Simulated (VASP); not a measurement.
# CdSe2 (R-3m) in VASP: a series of runs, part 2 of 2

VASP 6.6.1. The steps go on from the part before.

**3. Relaxation of cell and atoms, PBEsol**

This run uses another cell than the first one, of 25.59 Å³/atom.

Contents of INCAR:

```
SYSTEM = CdSe2
PREC = Accurate ; ENCUT = 600
EDIFF = 1E-6 ; ISMEAR = -1
SIGMA = 0.03 ; LREAL = .False.
LASPH = .True. ; NELM = 100
ALGO = Normal ; ISIF = 3
LWAVE = .False. ; LCHARG = .False.
GGA = PS ; IBRION = 2
NSW = 100 ; EDIFFG = -0.01
```

Contents of KPOINTS:

```
Automatic mesh
0
Gamma
  6 6 6
  0 0 0
```

Contents of POSCAR:

```
CdSe2
1.0
    1.9109328100      1.1032775700      6.0698037800
   -1.9109328100      1.1032775700      6.0698037800
    0.0000000000     -2.2065551500      6.0698037800
Cd Se
1 2
Direct
    0.0000000000      0.0000000000      0.0000000000
    0.7513513500      0.7513513500      0.7513513500
    0.2486486500      0.2486486500      0.2486486500
```

Potentials or basis: VASP PAW PBE potentials, release 64 (Cd, Se).

Command:

```
> cat potpaw_PBE.64/Cd/POTCAR potpaw_PBE.64/Se/POTCAR > POTCAR
> mpirun -np 1 vasp_std > vasp.out
```

OUTCAR:

```text
SYSTEM = CdSe2
   PREC = Accurate
   ENCUT = 600
   EDIFF = 1E-6
   ISMEAR = -1
   LREAL = .False.
   LASPH = .True.
   NELM = 100
   ISIF = 3
   GGA = PS
   IBRION = 2
   NSW = 100
   EDIFFG = -0.01

 ion  position               nearest neighbor table
   1  0.000  0.000  0.000-   2 2.69   2 2.69   3 2.69   3 2.69   2 2.69   3 2.69
   2  0.751  0.751  0.751-   1 2.69   1 2.69   1 2.69
   3  0.249  0.249  0.249-   1 2.69   1 2.69   1 2.69

  LATTYP: Found a trigonal (rhomboedric) cell.
 ALAT       =     6.4584366164
 COS(alpha) =     0.8249081115

  Lattice vectors:

 A1 = (   1.9109328100,   1.1032775700,   6.0698037800)
 A2 = (  -1.9109328100,   1.1032775700,   6.0698037800)
 A3 = (   0.0000000000,  -2.2065551500,   6.0698037800)

[... 747 lines left out ...]
  free  energy   TOTEN  =        -8.7767034726 eV

  energy  without entropy=       -8.7697406670  energy(sigma->0) =       -8.77322207

[... ionic steps 4 to 18 ...]

--------------------------------------- Ionic step       19  -------------------------------------------

 number of electron      23.9999999 magnetization

------------------------ aborting loop because EDIFF is reached ----------------------------------------
[... 69 lines left out ...]
--------------------------------------- Ionic step       21  -------------------------------------------

 number of electron      23.9999999 magnetization

 Free energy of the ion-electron system (eV)
  ---------------------------------------------------
  ext. energy  EPLUGINS =         0.00000000
  ---------------------------------------------------
  free energy    TOTEN  =        -8.98827718 eV

  energy without entropy =       -8.98411125  energy(sigma->0) =       -8.98619421

 E-fermi :   3.1286     XC(G=0): -10.2906

 val. band max:        3.0489503011   @ k =   0.0000   0.0000   0.0000
 cond. band min:       3.1582009815   @ k =   0.5000   0.3333   0.3333
 fundamental gap:      0.1092506804
 Fermi energy:         3.1285522743

 k-point     1 :       0.0000    0.0000    0.0000
  band No.  band energies     occupation
      1     -11.1042      2.00000
      2      -8.7516      2.00000
      3      -5.3819      2.00000
      4      -5.3819      2.00000
      5      -5.3487      2.00000
      6      -5.0389      2.00000
[... 477 lines left out ...]
  FREE ENERGIE OF THE ION-ELECTRON SYSTEM (eV)
  ---------------------------------------------------
  free  energy   TOTEN  =        -8.9882771789 eV

  energy  without entropy=       -8.9841112503  energy(sigma->0) =       -8.98619421

 reached required accuracy - stopping structural energy minimisation
```

CONTCAR:

```text
CdSe2
   1.00000000000000
     1.9227772551248408    1.1101159640048379    5.3128992093968233
    -1.9227772551248408    1.1101159640048379    5.3128992093968233
    -0.0000000000000000   -2.2202319367947765    5.3128992091680098
  Cd              Se
     1     2
Direct
     0.0000000000000000    0.0000000000000000    0.0000000000000000
     0.7666844690278789    0.7666844690278789    0.7666844690279175
     0.2333155309721209    0.2333155309721209    0.2333155309720829

  0.00000000E+00  0.00000000E+00  0.00000000E+00
  0.00000000E+00  0.00000000E+00  0.00000000E+00
  0.00000000E+00  0.00000000E+00  0.00000000E+00
```

It took 27 min on 1 thread of Intel Xeon Platinum 8488C (Sapphire Rapids), shared host; peak memory 0.47 GiB.

What came out:

- Free energy: -8.9883 eV
- Relaxed volume: 22.68 Å³/atom
- Relaxed cell: a = 5.758 Å, b = 5.758 Å, c = 5.758 Å, α = 39.01°, β = 39.01°, γ = 39.01°
- Space group after relaxing (to 0.1 Å): R-3m (No. 166)
- Energy gained by relaxing: 136.0 meV/atom
- Ionic steps: 21
- Pressure after relaxing: 0.0 GPa
- Band gap on the k mesh: zero (bands 12 and 13 overlap by 1.82 eV)

Forces in eV/Å, atoms in the order of the input:
```
Cd   0.000  0.000  0.000
Se   0.000  0.000 -0.003
Se   0.000  0.000  0.003
```

The path:
```
step  energy change (eV)  largest force (eV/Å)  pressure (GPa)  volume (Å³)
   1              0.0000                0.5003           -0.81        76.78
   2             -0.0463                0.5818           -0.54        75.35
   3             -0.1965                0.8198            0.79        71.06
   4             -0.2353                0.3251            8.34        62.53
   5             -0.2903                0.9292            3.17        67.41
   6             -0.3094                0.7640            5.32        64.97
   7             -0.3211                0.6548            5.17        64.91
   8             -0.3353                0.2963            4.88        64.73
   9             -0.3519                0.2686            4.12        65.25
  10             -0.3868                0.1880            2.03        66.85
  11             -0.3963                0.0409           -1.40        70.10
  12             -0.4015                0.0921           -0.26        68.91
  13             -0.4015                0.0963           -0.15        68.82
  14             -0.4021                0.0944           -0.14        68.78
  15             -0.4036                0.0886           -0.09        68.67
  16             -0.4060                0.0771           -0.04        68.45
  17             -0.4076                0.0535            0.11        67.99
  18             -0.4077                0.0566            0.08        68.06
  19             -0.4080                0.0247           -0.04        68.14
  20             -0.4080                0.0071           -0.12        68.19
  21             -0.4081                0.0026            0.03        68.04
```

Final structure:
```yaml
crystal:
  lattice:
    - [1.92278, 1.11012, 5.31290]
    - [-1.92278, 1.11012, 5.31290]
    - [0.00000, -2.22023, 5.31290]
  atoms:
    - { symbol: Cd, position: [0.00000, 0.00000, 0.00000] }
    - { symbol: Se, position: [0.76668, 0.76668, 0.76668] }
    - { symbol: Se, position: [0.23332, 0.23332, 0.23332] }
```

Caveat: the PAW data sets were made with another functional, which shifts forces and pressure a little.

The gap in the log of VASP goes by the Fermi energy; the results here count the filled bands.